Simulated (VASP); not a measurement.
# CdH6 (Pm-3m) in VASP: vibrations by perturbation theory with PBE

Aim: the vibrations by perturbation theory of CdH6 with PBE.

Everything below comes from runs of VASP 6.6.1. Logs are shortened: lines on timing, memory, paths and dates and some standing lists are left out, and cuts for length are marked.

## Step 1: The cell of the first run

Symmetry: Pm-3m, No. 221, cubic system. Conventional cell: a = 6.097 Å, b = 6.097 Å, c = 6.097 Å, α = 90.00°, β = 90.00°, γ = 90.00°. Cd (site symmetry m-3m) has 24 H at 4.33 Å within 5.7 Å. H (site symmetry 4mm) has 1 H at 0.75 Å within 1.0 Å.

## Step 2: Vibrations by perturbation theory, PBE

Contents of INCAR:

```
SYSTEM = CdH6
ALGO = Normal
EDIFF = 1E-8
ENCUT = 520
GGA = PE
IBRION = 8
ISIF = 2
ISMEAR = 0
LASPH = .True.
LCHARG = .False.
LEPSILON = .True.
LREAL = .False.
LWAVE = .False.
NBANDS = 18
NELM = 80
NSW = 1
PREC = Accurate
SIGMA = 0.01
```

Contents of KPOINTS:

```
k-points
0
Gamma
  4 4 4
  0 0 0
```

Contents of POSCAR:

```
CdH6
1.0
    6.0969981679      0.0000000000      0.0000000000
    0.0000000000      6.0969981679      0.0000000000
    0.0000000000      0.0000000000      6.0969981679
Cd H
1 6
Direct
    0.0000000000      0.0000000000      0.0000000000
    0.0615302000      0.5000000000      0.5000000000
    0.5000000000      0.0615302000      0.5000000000
    0.9384698000      0.5000000000      0.5000000000
    0.5000000000      0.9384698000      0.5000000000
    0.5000000000      0.5000000000      0.0615302000
    0.5000000000      0.5000000000      0.9384698000
```

Potentials or basis: VASP PAW PBE potentials, release 64 (Cd, H).

Launch:

```bash
$ cat potpaw_PBE.64/Cd/POTCAR potpaw_PBE.64/H/POTCAR > POTCAR
$ mpirun -np 1 vasp_std > vasp.out
```

OUTCAR:

```text
SYSTEM = CdH6
   EDIFF = 1E-8
   ENCUT = 520
   GGA = PE
   IBRION = 8
   ISIF = 2
   ISMEAR = 0
   LASPH = .True.
   LEPSILON = .True.
   LREAL = .False.
   NELM = 80
   NSW = 1
   PREC = Accurate

 ion  position               nearest neighbor table
   1  0.000  0.000  0.000-
   2  0.062  0.500  0.500-   4 0.75
   3  0.500  0.062  0.500-   5 0.75
   4  0.938  0.500  0.500-   2 0.75
   5  0.500  0.938  0.500-   3 0.75
   6  0.500  0.500  0.062-   7 0.75
   7  0.500  0.500  0.938-   6 0.75

  LATTYP: Found a simple cubic cell.
 ALAT       =     6.0969981679

  Lattice vectors:

 A1 = (   6.0969981679,   0.0000000000,   0.0000000000)
 A2 = (   0.0000000000,   6.0969981679,   0.0000000000)
 A3 = (   0.0000000000,   0.0000000000,   6.0969981679)

Analysis of symmetry for initial positions (statically):
=====================================================================
 Subroutine PRICEL returns:
 Original cell was already a primitive cell.

 Routine SETGRP: Setting up the symmetry group for a
 simple cubic supercell.

 Subroutine GETGRP returns: Found 48 space group operations
 (whereof 48 operations were pure point group operations)
 out of a pool of 48 trial point group operations.

The static configuration has the point symmetry O_h .

Analysis of symmetry for dynamics (positions and initial velocities):
=====================================================================
 Subroutine PRICEL returns:
 Original cell was already a primitive cell.

 Routine SETGRP: Setting up the symmetry group for a
 simple cubic supercell.

 Subroutine GETGRP returns: Found 48 space group operations
 (whereof 48 operations were pure point group operations)
 out of a pool of 48 trial point group operations.

The dynamic configuration has the point symmetry O_h .

 Subroutine INISYM returns: Found 48 space group operations
 (whereof 48 operations are pure point group operations),
 and found     1 'primitive' translations
[... 471 lines left out ...]
 ion    1
    1     0.03288     0.00000     0.00000
    2    -0.00000     0.03288     0.00000
    3     0.00000     0.00000     0.03288
 ion    2
    1     0.00296    -0.00000    -0.00000
    2     0.00000    -0.00970    -0.00000
    3     0.00000    -0.00000    -0.00970
 ion    3
    1    -0.00970     0.00000    -0.00000
    2    -0.00000     0.00296    -0.00000
    3    -0.00000     0.00000    -0.00970
 ion    4
    1     0.00296    -0.00000     0.00000
    2     0.00000    -0.00970    -0.00000
    3     0.00000    -0.00000    -0.00970
 ion    5
    1    -0.00970     0.00000    -0.00000
    2    -0.00000     0.00296    -0.00000
    3     0.00000     0.00000    -0.00970
 ion    6
    1    -0.00970    -0.00000     0.00000
    2     0.00000    -0.00970     0.00000
    3     0.00000     0.00000     0.00296
 ion    7
    1    -0.00970    -0.00000     0.00000
    2    -0.00000    -0.00970     0.00000
    3    -0.00000     0.00000     0.00296

 INTERNAL STRAIN TENSOR FOR ION    7 for displacements in x,y,z  (eV/Angst):
          X           Y           Z          XY          YZ          ZX
  --------------------------------------------------------------------------------
  x    -0.00000    -0.00000     0.00000     0.00000     0.00000     0.00228
  y    -0.00000     0.00000     0.00000     0.00000     0.00230     0.00000
  z    -0.05223    -0.05223    25.72005     0.00000    -0.00000    -0.00000

 SECOND DERIVATIVES (NOT SYMMETRIZED)
 ------------------------------------
               1X          1Y          1Z          2X          2Y          2Z          3X          3Y          3Z          4X          4Y          4Z          5X          5Y          5Z          6X          6Y          6Z          7X          7Y          7Z
  1X     0.040561   -0.000000    0.000000   -0.017566    0.000000    0.000000   -0.001357    0.000000    0.000000   -0.017566    0.000000    0.000000   -0.001357    0.000000    0.000000   -0.001357   -0.000000    0.000000   -0.001357   -0.000000    0.000000
  1Y    -0.000000    0.040561   -0.000000    0.000000   -0.001357    0.000000    0.000000   -0.017566   -0.000000    0.000000   -0.001357    0.000000    0.000000   -0.017566   -0.000000    0.000000   -0.001357    0.000000    0.000000   -0.001357    0.000000
  1Z    -0.000000   -0.000000    0.040561    0.000000    0.000000   -0.001357   -0.000000    0.000000   -0.001357    0.000000    0.000000   -0.001357   -0.000000    0.000000   -0.001357   -0.000000   -0.000000   -0.017566   -0.000000   -0.000000   -0.017566
  2X    -0.000084   -0.000000    0.000000  -34.387845    0.000000   -0.000000    0.000909   -0.009276    0.000000   34.384292   -0.000000    0.000000    0.000909    0.009276   -0.000000    0.000909    0.000000   -0.009276    0.000909   -0.000000    0.009276
  2Y     0.000000    0.015039    0.000000   -0.000000    0.017442    0.000000   -0.013543   -0.000165    0.000000    0.000000   -0.033822    0.000000    0.013543   -0.000165    0.000000    0.000000    0.000835    0.000000    0.000000    0.000835   -0.000000
  2Z    -0.000000    0.000000    0.015039    0.000000    0.000000    0.017442    0.000000    0.000000    0.000835    0.000000    0.000000   -0.033822    0.000000   -0.000000    0.000835   -0.013543    0.000000   -0.000165    0.013543    0.000000   -0.000165
  3X     0.015039   -0.000000    0.000000   -0.000165   -0.013543    0.000000    0.017442    0.000000    0.000000   -0.000165    0.013543    0.000000   -0.033822    0.000000    0.000000    0.000835    0.000000   -0.000000    0.000835    0.000000    0.000000
  3Y     0.000000   -0.000084   -0.000000   -0.009276    0.000909   -0.000000   -0.000000  -34.387845    0.000000    0.009276    0.000909    0.000000   -0.000000   34.384292   -0.000000    0.000000    0.000909   -0.009276   -0.000000    0.000909    0.009276
  3Z     0.000000    0.000000    0.015039   -0.000000    0.000000    0.000835    0.000000   -0.000000    0.017442    0.000000    0.000000    0.000835    0.000000    0.000000   -0.033822    0.000000   -0.013543   -0.000165    0.000000    0.013543   -0.000165
  4X    -0.000084   -0.000000    0.000000   34.384292   -0.000000    0.000000    0.000909    0.009276   -0.000000  -34.387845    0.000000   -0.000000    0.000909   -0.009276    0.000000    0.000909   -0.000000    0.009276    0.000909    0.000000   -0.009276
  4Y     0.000000    0.015039    0.000000    0.000000   -0.033822    0.000000    0.013543   -0.000165    0.000000   -0.000000    0.017442    0.000000   -0.013543   -0.000165    0.000000    0.000000    0.000835   -0.000000    0.000000    0.000835    0.000000
  4Z    -0.000000    0.000000    0.015039    0.000000    0.000000   -0.033822    0.000000   -0.000000    0.000835    0.000000    0.000000    0.017442    0.000000    0.000000    0.000835    0.013543    0.000000   -0.000165   -0.013543    0.000000   -0.000165
  5X     0.015039   -0.000000    0.000000   -0.000165    0.013543    0.000000   -0.033822    0.000000    0.000000   -0.000165   -0.013543    0.000000    0.017442    0.000000    0.000000    0.000835    0.000000    0.000000    0.000835    0.000000   -0.000000
  5Y     0.000000   -0.000084   -0.000000    0.009276    0.000909    0.000000   -0.000000   34.384292   -0.000000   -0.009276    0.000909   -0.000000   -0.000000  -34.387845    0.000000   -0.000000    0.000909    0.009276    0.000000    0.000909   -0.009276
  5Z     0.000000    0.000000    0.015039    0.000000    0.000000    0.000835    0.000000    0.000000   -0.033822   -0.000000    0.000000    0.000835    0.000000   -0.000000    0.017442    0.000000    0.013543   -0.000165    0.000000   -0.013543   -0.000165
  6X     0.015039    0.000000   -0.000000   -0.000165    0.000000   -0.013543    0.000835   -0.000000    0.000000   -0.000165    0.000000    0.013543    0.000835    0.000000    0.000000    0.017442    0.000000    0.000000   -0.033822    0.000000    0.000000
  6Y     0.000000    0.015039   -0.000000   -0.000000    0.000835    0.000000    0.000000   -0.000165   -0.013543    0.000000    0.000835    0.000000    0.000000   -0.000165    0.013543    0.000000    0.017442    0.000000    0.000000   -0.033822    0.000000
  6Z    -0.000000    0.000000   -0.000084   -0.009276    0.000000    0.000909   -0.000000   -0.009276    0.000909    0.009276   -0.000000    0.000909    0.000000    0.009276    0.000909    0.000000   -0.000000  -34.387845   -0.000000    0.000000   34.384292
  7X     0.015039    0.000000   -0.000000   -0.000165    0.000000    0.013543    0.000835    0.000000    0.000000   -0.000165    0.000000   -0.013543    0.000835   -0.000000    0.000000   -0.033822    0.000000    0.000000    0.017442    0.000000    0.000000
  7Y     0.000000    0.015039   -0.000000    0.000000    0.000835    0.000000    0.000000   -0.000165    0.013543   -0.000000    0.000835    0.000000    0.000000   -0.000165   -0.013543    0.000000   -0.033822    0.000000    0.000000    0.017442    0.000000
  7Z    -0.000000    0.000000   -0.000084    0.009276   -0.000000    0.000909    0.000000    0.009276    0.000909   -0.009276    0.000000    0.000909   -0.000000   -0.009276    0.000909   -0.000000    0.000000   34.384292    0.000000   -0.000000  -34.387845

 Eigenvectors and eigenvalues of the dynamical matrix
 ----------------------------------------------------

   1 f  =  129.680331 THz   814.805553 2PiTHz 4325.670239 cm-1   536.314515 meV
             X         Y         Z           dx          dy          dz
      0.000000  0.000000  0.000000     0.000000    0.000000    0.000000
      0.375150  3.048499  3.048499     0.408248   -0.000000    0.000000
      3.048499  0.375150  3.048499    -0.000000    0.408248    0.000000
      5.721849  3.048499  3.048499    -0.408248   -0.000000   -0.000000
      3.048499  5.721849  3.048499    -0.000000   -0.408248    0.000000
      3.048499  3.048499  0.375150     0.000000    0.000000    0.408248
      3.048499  3.048499  5.721849     0.000000    0.000000   -0.408248
[... 191 lines left out ...]
  21 f/i=    4.375899 THz    27.494582 2PiTHz  145.964267 cm-1    18.097254 meV
             X         Y         Z           dx          dy          dz
      0.000000  0.000000  0.000000    -0.000000    0.000000   -0.000000
      0.375150  3.048499  3.048499     0.000000   -0.500000   -0.000404
      3.048499  0.375150  3.048499     0.500000   -0.000000    0.000044
      5.721849  3.048499  3.048499     0.000000    0.500000    0.000404
      3.048499  5.721849  3.048499    -0.500000   -0.000000   -0.000044
      3.048499  3.048499  0.375150     0.000404   -0.000044   -0.000000
      3.048499  3.048499  5.721849    -0.000404    0.000044   -0.000000

--------------------------------------------------------------------------------------------------------

 MACROSCOPIC STATIC DIELECTRIC TENSOR IONIC CONTRIBUTION
 ------------------------------------------------------
           0.033743     0.000000     0.000000
           0.000000     0.033743     0.000000
           0.000000     0.000000     0.033743
 ------------------------------------------------------

 ELASTIC MODULI CONTR FROM IONIC RELAXATION (kBar)
 Direction    XX          YY          ZZ          XY          YZ          ZX
 --------------------------------------------------------------------------------
 XX        -135.9966      0.5884      0.5884     -0.0000      0.0000     -0.0000
 YY           0.5884   -135.9966      0.5884     -0.0000     -0.0000      0.0000
 ZZ           0.5884      0.5884   -135.9966     -0.0000      0.0000     -0.0000
 XY          -0.0000      0.0000      0.0000      0.0000      0.0000      0.0000
 YZ           0.0000      0.0000     -0.0000      0.0000     -0.0000     -0.0000
 ZX          -0.0000      0.0000     -0.0000      0.0000     -0.0000     -0.0000
 --------------------------------------------------------------------------------

 PIEZOELECTRIC TENSOR IONIC CONTR  for field in x, y, z        (C/m^2)
          XX          YY          ZZ          XY          YZ          ZX
  --------------------------------------------------------------------------------
  x    -0.00000     0.00000     0.00000    -0.00000     0.00000    -0.00000
  y     0.00000    -0.00000     0.00000     0.00000    -0.00000     0.00000
  z    -0.00000     0.00000    -0.00000    -0.00000     0.00000     0.00000
```

It took 15 min on 1 thread of Intel Xeon Platinum 8488C (Sapphire Rapids), shared host; peak memory 0.72 GiB.

What came out:

* Electronic dielectric tensor (diagonal): 1.64
* Born charges (mean of the diagonal): Cd +0.03; H -0.01 e
* Highest phonon frequency at Γ: 4326 cm⁻¹
* Most unstable mode: 146i cm⁻¹

Phonon frequencies in cm⁻¹ (negative: imaginary):
| q point | frequencies |
| --- | --- |
| (0.000, 0.000, 0.000) | -146 -146 -146 -81 -81 -81 -14 -14 -14 32 32 32 64 64 64 70 70 70 4324 4324 4326 |

Electronic dielectric tensor:
```
1.64 0.00 0.00
0.00 1.64 0.00
0.00 0.00 1.64
```

Born effective charge tensors (e):
atom 1, Cd
```
0.03 0.00 0.00
0.00 0.03 0.00
0.00 0.00 0.03
```
atom 2, H
```
 0.00  0.00  0.00
 0.00 -0.01  0.00
 0.00  0.00 -0.01
```
atom 3, H
```
-0.01  0.00  0.00
 0.00  0.00  0.00
 0.00  0.00 -0.01
```
atom 4, H
```
 0.00  0.00  0.00
 0.00 -0.01  0.00
 0.00  0.00 -0.01
```
atom 5, H
```
-0.01  0.00  0.00
 0.00  0.00  0.00
 0.00  0.00 -0.01
```
atom 6, H
```
-0.01  0.00  0.00
 0.00 -0.01  0.00
 0.00  0.00  0.00
```
atom 7, H
```
-0.01  0.00  0.00
 0.00 -0.01  0.00
 0.00  0.00  0.00
```

Caveat: some modes are imaginary.
